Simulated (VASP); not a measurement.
Set up this calculation in VASP 6.6.1, as the native input.

```yaml
Task: single point
Functional: PBE
Potentials_or_basis: VASP PAW PBE potentials, release 64 (Nb_sv, Ru_pv, C)
Cutoff: 520 eV
k_mesh: 6 × 6 × 6
Occupations: methfessel-paxton, width 0.05 eV
Spin: no spin polarisation
Dipole_correction: no
Further_INCAR_settings: ALGO = Normal; EDIFF = 1e-06; NBANDS = 38
```

The structure of NbRu3C lies in POSCAR:

```
NbRu3C
1.0
    3.9608593221      0.0000000000      0.0000000000
    0.0000000000      3.9608593221      0.0000000000
    0.0000000000      0.0000000000      3.9608593221
Nb Ru C
1 3 1
Direct
    0.0000000000      0.0000000000      0.0000000000
    0.0000000000      0.5000000000      0.5000000000
    0.5000000000      0.0000000000      0.5000000000
    0.5000000000      0.5000000000      0.0000000000
    0.5000000000      0.5000000000      0.5000000000
```

One way to write it, as run:

INCAR

```
PREC = Accurate
ENCUT = 520
EDIFF = 1E-6
ISMEAR = 1
SIGMA = 0.05
LREAL = F
LASPH = T
NELM = 100
ALGO = Normal
ISIF = 2
LWAVE = F
LCHARG = T
GGA = PE
LELF = T
LVHAR = T
NBANDS = 38
```

KPOINTS

```
Automatic mesh
0
Gamma
  6 6 6
```

Potentials or basis: VASP PAW PBE potentials, release 64 (Nb_sv, Ru_pv, C).

The run is started by

```sh
$ cat potpaw_PBE.64/Nb_sv/POTCAR potpaw_PBE.64/Ru_pv/POTCAR potpaw_PBE.64/C/POTCAR > POTCAR
$ mpirun -np 1 vasp_std > vasp.out
```

It gave:

```yaml
Pressure: 21.6 GPa
```

Run time: 27 s on 1 thread of AMD EPYC 9R45 (Zen 5) (shared host), peak memory 0.16 GiB.
